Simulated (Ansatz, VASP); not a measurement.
**One calculation of V, two programs**

INCAR

```
PREC = Accurate
ENCUT = 520
EDIFF = 1E-6
ISMEAR = 0
SIGMA = 0.1
LREAL = False
LASPH = True
NELM = 100
ALGO = Normal
ISIF = 2
LWAVE = False
LCHARG = False
GGA = PE
NBANDS = 12
```

File KPOINTS:

```
regular mesh
0
Gamma
  18 18 18
```

POSCAR

```
V
1.0
    0.0000000000      1.9457050784      1.9457050784
    1.9457050784      0.0000000000      1.9457050784
    1.9457050784      1.9457050784      0.0000000000
V
1
Direct
    0.0000000000      0.0000000000      0.0000000000
```

Input for Ansatz:

```yaml
crystal:
  lattice:
    - [0.0, 1.9457050784, 1.9457050784]
    - [1.9457050784, 0.0, 1.9457050784]
    - [1.9457050784, 1.9457050784, 0.0]
  atoms:
    - { symbol: V, position: [0.0, 0.0, 0.0] }
basis:
  ecutwfc: 420
kpoints:
  mp_grid: { grid: [18, 18, 18] }
hamiltonian:
  xc: pbe
scf:
  occupations: { method: gaussian, width: 0.1 }
output:
  forces: true
  stress: true
  eigenvalues: true
```

Alike in both runs: task single point; functional PBE; k mesh 18 × 18 × 18; occupations gaussian, width 0.1 eV; no spin polarisation.

|  | VASP | Ansatz |
| --- | --- | --- |
| version | VASP 6.6.1 | Ansatz 0.2.0 |
| potentials or method | VASP PAW PBE potentials, release 64 (V_sv), cutoff 520 eV | scalar-relativistic, plane waves, PAW |
| valence electrons in the cell | 13 | 13 |

VASP gave:

| Item | Value |
| --- | --- |
| gap on the k mesh at the Fermi level (eV) | none |
| pressure (GPa) | -9.0 |

Which values does Ansatz return?

gap on the k mesh at the Fermi level (eV): none; pressure (GPa): -9.2.

A gap of «none» marks a metal or a gap that the smearing closes.
